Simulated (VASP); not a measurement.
# Co2Si (P-3m1) in VASP: single point with PBEsol

Aim: the single point of Co2Si with PBEsol.

Everything below comes from runs of VASP 6.6.1. Logs are shortened: lines on timing, memory, paths and dates and some standing lists are left out, and cuts for length are marked.

### 1 The cell of the first run

The typed cell holds 6 atoms: a = 3.846 Å, b = 3.846 Å, c = 4.827 Å, α = 90.00°, β = 90.00°, γ = 120.00°.

### 2 Single point, PBEsol, collinear spin, ferromagnetic start

File INCAR:

```
ALGO = Normal
EDIFF = 1E-6
ENCUT = 520
GGA = PS
ISIF = 2
ISMEAR = 0
ISPIN = 2
LASPH = T
LCHARG = F
LMAXMIX = 4
LORBIT = 11
LREAL = F
LWAVE = F
MAGMOM = 1.05 0.84 0.85 0.85 0 0
NBANDS = 35
NELM = 150
PREC = Accurate
SIGMA = 0.1
```

File KPOINTS:

```
k-points
0
Gamma
  6 6 4
```

File POSCAR:

```
Co2Si
1.0
    3.8457287915      0.0000000000      0.0000000000
   -1.9228643957      3.3304988295      0.0000000000
    0.0000000000      0.0000000000      4.8273292448
Co Si
4 2
Direct
    0.0000000000      0.0000000000      0.0000000000
    0.0000000000      0.0000000000      0.5000000000
    0.3333333333      0.6666666667      0.7500634418
    0.6666666667      0.3333333333      0.2499365582
    0.3333333333      0.6666666667      0.2500961042
    0.6666666667      0.3333333333      0.7499038958
```

Potentials or basis: VASP PAW PBE potentials, release 64 (Co, Si).

Started as:

```sh
> cat potpaw_PBE.64/Co/POTCAR potpaw_PBE.64/Si/POTCAR > POTCAR
> mpirun -np 1 vasp_std > vasp.out
```

OUTCAR:

```text
EDIFF = 1E-6
   ENCUT = 520
   GGA = PS
   ISIF = 2
   ISMEAR = 0
   ISPIN = 2
   LASPH = T
   LORBIT = 11
   LREAL = F
   NELM = 150
   PREC = Accurate

 ion  position               nearest neighbor table
   1  0.000  0.000  0.000-   2 2.41   2 2.41   4 2.53   3 2.53   3 2.53   4 2.53   4 2.53   3 2.53
                             6 2.53   5 2.53   6 2.53   5 2.53   6 2.53   5 2.53
   2  0.000  0.000  0.500-   1 2.41   1 2.41   6 2.53   5 2.53   5 2.53   6 2.53   6 2.53   5 2.53
                             4 2.53   3 2.53   3 2.53   4 2.53   3 2.53   4 2.53
   3  0.333  0.667  0.750-   6 2.22   6 2.22   6 2.22   5 2.41   5 2.41   1 2.53   1 2.53   1 2.53
                             2 2.53   2 2.53   2 2.53
   4  0.667  0.333  0.250-   5 2.22   5 2.22   5 2.22   6 2.41   6 2.41   1 2.53   1 2.53   1 2.53
                             2 2.53   2 2.53   2 2.53
   5  0.333  0.667  0.250-   4 2.22   4 2.22   4 2.22   3 2.41   3 2.41   2 2.53   2 2.53   2 2.53
                             1 2.53   1 2.53   1 2.53
   6  0.667  0.333  0.750-   3 2.22   3 2.22   3 2.22   4 2.41   4 2.41   2 2.53   2 2.53   2 2.53
                             1 2.53   1 2.53   1 2.53

  LATTYP: Found a hexagonal cell.
 ALAT       =     3.8457287915
 C/A-ratio  =     1.2552443260

  Lattice vectors:

 A1 = (   3.8457287915,   0.0000000000,   0.0000000000)
 A2 = (  -1.9228643957,   3.3304988295,   0.0000000000)
 A3 = (   0.0000000000,   0.0000000000,   4.8273292448)

Analysis of symmetry for initial positions (statically):
=====================================================================
 Subroutine PRICEL returns:
 Original cell was already a primitive cell.

 Routine SETGRP: Setting up the symmetry group for a
 hexagonal supercell.

 Subroutine GETGRP returns: Found 12 space group operations
 (whereof 12 operations were pure point group operations)
 out of a pool of 24 trial point group operations.

The static configuration has the point symmetry D_3d.

Analysis of symmetry for dynamics (positions and initial velocities):
=====================================================================
 Subroutine PRICEL returns:
 Original cell was already a primitive cell.

 Routine SETGRP: Setting up the symmetry group for a
 hexagonal supercell.

 Subroutine GETGRP returns: Found 12 space group operations
 (whereof 12 operations were pure point group operations)
 out of a pool of 24 trial point group operations.

The dynamic configuration has the point symmetry D_3d.

Analysis of structural, dynamic, and magnetic symmetry:
=====================================================================
 Subroutine PRICEL returns:
 Original cell was already a primitive cell.

 Routine SETGRP: Setting up the symmetry group for a
 hexagonal supercell.

 Subroutine GETGRP returns: Found 12 space group operations
 (whereof 12 operations were pure point group operations)
 out of a pool of 24 trial point group operations.

The overall configuration has the point symmetry D_3d.

 Subroutine INISYM returns: Found 12 space group operations
 (whereof 12 operations are pure point group operations),
 and found     1 'primitive' translations

----------------------------------------------------------------------------------------

                                     Primitive cell

  volume of cell :      61.8294

  direct lattice vectors                    reciprocal lattice vectors
     3.845728792  0.000000000  0.000000000     0.260028737  0.150127661  0.000000000
    -1.922864396  3.330498830  0.000000000     0.000000000  0.300255322  0.000000000
     0.000000000  0.000000000  4.827329245     0.000000000  0.000000000  0.207153884

  length of vectors
     3.845728792  3.845728791  4.827329245     0.300255322  0.300255322  0.207153884

  position of ions in fractional coordinates (direct lattice)
     0.000000000  0.000000000  0.000000000
     0.000000000  0.000000000  0.500000000
     0.333333333  0.666666667  0.750063442
     0.666666667  0.333333333  0.249936558
     0.333333333  0.666666667  0.250096104
     0.666666667  0.333333333  0.749903896
[... 41 lines left out ...]
  0.500000  0.000000  0.000000      3.000000
  0.166667  0.166667  0.000000      6.000000
  0.333333  0.166667  0.000000     12.000000
[... 16 lines left out ...]
  0.333333  0.166667  0.500000     12.000000
  0.333333  0.333333  0.500000      2.000000
   k-points           NKPTS =     24   k-points in BZ     NKDIM =     24   number of bands    NBANDS=     35
   number of dos      NEDOS =    301   number of ions     NIONS =      6
   total plane-waves  NPLWV =  32400
   dimension x,y,z NGX =    30 NGY =   30 NGZ =   36
   dimension x,y,z NGXF=    60 NGYF=   60 NGZF=   72
   ions per type =               4   2
   NGX,Y,Z   is equivalent  to a cutoff of  12.97, 12.97, 12.40 a.u.
   NGXF,Y,Z  is equivalent  to a cutoff of  25.94, 25.94, 24.80 a.u.
 SYSTEM =  unknown system
   PREC   = accura    normal or accurate (medium, high low for compatibility)
   ISTART =      0    job   : 0-new  1-cont  2-samecut
   ICHARG =      2    charge: 1-file 2-atom 10-const
   ISPIN  =      2    spin polarized calculation?
   LNONCOLLINEAR =      F non collinear calculations
   LSORBIT =      F    spin-orbit coupling
   LASPH  =      T    aspherical Exc in radial PAW
   ENCUT  =  520.0 eV  38.22 Ry    6.18 a.u.   7.15  7.15  8.98*2*pi/ulx,y,z
   NELM   =    150;   NELMIN=  2; NELMDL= -5     # of ELM steps
   EDIFF  = 0.1E-05   stopping-criterion for ELM
   LREAL  =      F    real-space projection
   EDIFFG = 0.1E-04   stopping-criterion for IOM
   NSW    =      0    number of steps for IOM
   IBRION =     -1    ionic relax: 0-MD 1-quasi-New 2-CG
   NFREE  =      0    steps in history (QN), initial steepest desc. (CG)
   ISIF   =      2    stress and relaxation
   ISYM   =      2    0-nonsym 1-usesym 2-fastsym
   POTIM  = 0.5000    time-step for ionic-motion
   TEBEG  =    0.0;   TEEND  =   0.0 temperature during run
   PSTRESS=    0.0 pullay stress
   NELECT =      44.0000    total number of electrons
   NUPDOWN=      -1.0000    fix difference up-down
   EMIN   =  10.00;   EMAX   =-10.00  energy-range for DOS
   EFERMI =   0.00;   METHOD = LEGACY
   ISMEAR =     0;   SIGMA  =   0.10  broadening in eV -4-tet -1-fermi 0-gaus
   EFERMI_NEDOS =   21; number of points for ismear=-14 and -15
   IALGO  =     38    algorithm
   IMIX   =      4    mixing-type and parameters
     AMIX     =   0.40;   BMIX     =  1.00
     AMIX_MAG =   1.60;   BMIX_MAG =  1.00
  volume/ion in A,a.u.               =      10.30        69.54
  Fermi-wavevector in a.u.,A,eV,Ry     =   1.461596  2.762017 29.065633  2.136264
  Thomas-Fermi vector in A             =   2.577909
   LORBIT       =     11    0 simple, 1 ext, 2 COOP (PROOUT), +10 PAW based schemes
   GGA     = PS    functional components
   LHFCALC =     F    Hartree Fock is set to
   AEXX    =    0.0000 exact exchange contribution
   IVDW    =     0    specifies the selected vdW correction
   LEPSILON=     F    determine dielectric tensor
   LRPA    =     F    only Hartree local field effects (RPA)
 spin polarized calculation
 Gauss-broadening in eV      SIGMA  =   0.10
  energy-cutoff  :      520.00
  volume of cell :       61.83
 maximum number of plane-waves:      1683
 NGX is ok and might be reduce to    30
   NGX = 15   NGY = 15   NGZ = 17

 number of electron      43.9999978 magnetization       0.0006570

 Free energy of the ion-electron system (eV)
  ---------------------------------------------------
  ext. energy  EPLUGINS =         0.00000000
  ---------------------------------------------------
  free energy    TOTEN  =       -45.27136423 eV

  energy without entropy =      -45.24308878  energy(sigma->0) =      -45.25722651

 E-fermi :  11.9403     XC(G=0): -13.4634

 val. band max:       11.9296578536   @ k =   0.3333   0.0000   0.0000
 cond. band min:      11.9624874863   @ k =   0.5000   0.0000   0.5000
 fundamental gap:      0.0328296327
 Fermi energy:        11.9402541580

 spin component 1

 k-point     1 :       0.0000    0.0000    0.0000
  band No.  band energies     occupation
      1      -0.5665      1.00000
      2       4.0610      1.00000
      3       5.7158      1.00000
      4       7.0216      1.00000
      5       7.0216      1.00000
      6       8.2839      1.00000
[... 877 lines left out ...]
     33      21.4959      0.00000
     34      21.4959      0.00000
 Fermi energy:        11.9402541580

 spin component 2

 k-point     1 :       0.0000    0.0000    0.0000
  band No.  band energies     occupation
      1      -0.5665      1.00000
      2       4.0609      1.00000
      3       5.7158      1.00000
      4       7.0216      1.00000
      5       7.0216      1.00000
      6       8.2840      1.00000
[... 877 lines left out ...]
     33      21.4959      0.00000
     34      21.4959      0.00000
 [bands above 34 left out]

------------------------ aborting loop because EDIFF is reached ----------------------------------------

  FORCE on cell =-STRESS in cart. coord.  units (eV):
  Direction    XX          YY          ZZ          XY          YZ          ZX
  --------------------------------------------------------------------------------------
  -------------------------------------------------------------------------------------
  Total        0.1029624      0.1029624      0.0960399      0.0000000     -0.0000000      0.0000000
  in kB        2.6680522      2.6680522      2.4886700      0.0000000     -0.0000000      0.0000000
  external PRESSURE =       2.6082581 kB  Pullay stress =       0.0000000 kB

 VOLUME and BASIS-vectors are now :
 -----------------------------------------------------------------------------
  energy-cutoff  :      520.00
  volume of cell :       61.83
      direct lattice vectors                 reciprocal lattice vectors
     3.845728792  0.000000000  0.000000000     0.260028737  0.150127661  0.000000000
    -1.922864396  3.330498830  0.000000000     0.000000000  0.300255322  0.000000000
     0.000000000  0.000000000  4.827329245     0.000000000  0.000000000  0.207153884

 POSITION                                       TOTAL-FORCE (eV/Angst)
 -----------------------------------------------------------------------------------
      0.00000      0.00000      0.00000        -0.000000      0.000000     -0.000000
      0.00000      0.00000      2.41366        -0.000000      0.000000     -0.000000
     -0.00000      2.22033      3.62080        -0.000000      0.000000      0.000398
      1.92286      1.11017      1.20653         0.000000      0.000000     -0.000398
     -0.00000      2.22033      1.20730         0.000000      0.000000     -0.000933
      1.92286      1.11017      3.62003        -0.000000      0.000000      0.000933
 -----------------------------------------------------------------------------------
    total drift:                               -0.000000      0.000000      0.000000

  FREE ENERGIE OF THE ION-ELECTRON SYSTEM (eV)
  ---------------------------------------------------
  free  energy   TOTEN  =       -45.2713642297 eV

  energy  without entropy=      -45.2430887809  energy(sigma->0) =      -45.25722651

 total charge

# of ion       s       p       d       tot
------------------------------------------
    1        0.436   0.585   7.437   8.458
    2        0.436   0.585   7.437   8.458
    3        0.498   0.628   7.589   8.714
    4        0.498   0.628   7.589   8.714
    5        0.733   0.913   0.000   1.647
    6        0.733   0.913   0.000   1.647
--------------------------------------------------
tot          3.334   4.252  30.051  37.637

 magnetization (x)

# of ion       s       p       d       tot
------------------------------------------
    1       -0.000   0.000   0.000   0.000
    2       -0.000   0.000   0.000   0.000
    3        0.000   0.000   0.000   0.000
    4        0.000   0.000   0.000   0.000
    5       -0.000  -0.000   0.000  -0.000
    6       -0.000  -0.000   0.000  -0.000
--------------------------------------------------
tot         -0.000  -0.000   0.001   0.001
```

Run time: 91 s. Hardware: 1 thread of AMD EPYC 9R45 (Zen 5), shared host; peak memory 0.21 GiB.

What came out:

* Free energy: -45.2714 eV
* Pressure: 0.3 GPa
* Band gap on the k mesh: zero (filled and empty bands overlap)
* Net moment: 0.00 μB per cell
* Valence electrons inside the program's atomic spheres: Co 8.46, 8.71 (each value once); Si 1.65

Levels at points of the mesh, in eV from the Fermi level:
Spin up:
```
           k point  band 18  band 19  band 20  band 21  band 22  band 23  band 24  band 25  band 26  band 27
(0.00, 0.00, 0.00)    -0.45    -0.45    -0.34     0.35     0.35     1.12     3.69     3.72     3.72     3.77
(0.50, 0.00, 0.00)    -0.81    -0.73    -0.60    -0.57    -0.28    -0.13     0.27     0.38     2.41     2.90
(0.00, 0.00, 0.50)    -0.55    -0.36    -0.36    -0.36    -0.36     3.15     3.15     4.31     4.31     4.32
(0.50, 0.00, 0.50)    -0.95    -0.93    -0.92    -0.38    -0.38     0.02     0.02     2.02     2.02     4.08
```
Spin down:
```
           k point  band 19  band 20  band 21  band 22  band 23  band 24  band 25  band 26
(0.00, 0.00, 0.00)    -0.45    -0.34     0.35     0.35     1.12     3.69     3.72     3.72
(0.50, 0.00, 0.00)    -0.73    -0.60    -0.57    -0.28    -0.13     0.27     0.38     2.41
(0.00, 0.00, 0.50)    -0.36    -0.36    -0.36    -0.36     3.15     3.15     4.31     4.31
(0.50, 0.00, 0.50)    -0.93    -0.92    -0.38    -0.38     0.02     0.02     2.02     2.02
```

Caveat: the moments typed at the start vanished in this run; the PAW data sets were made with another functional, which shifts forces and pressure a little.

The gap in the log of VASP goes by the Fermi energy; the results here count the filled bands.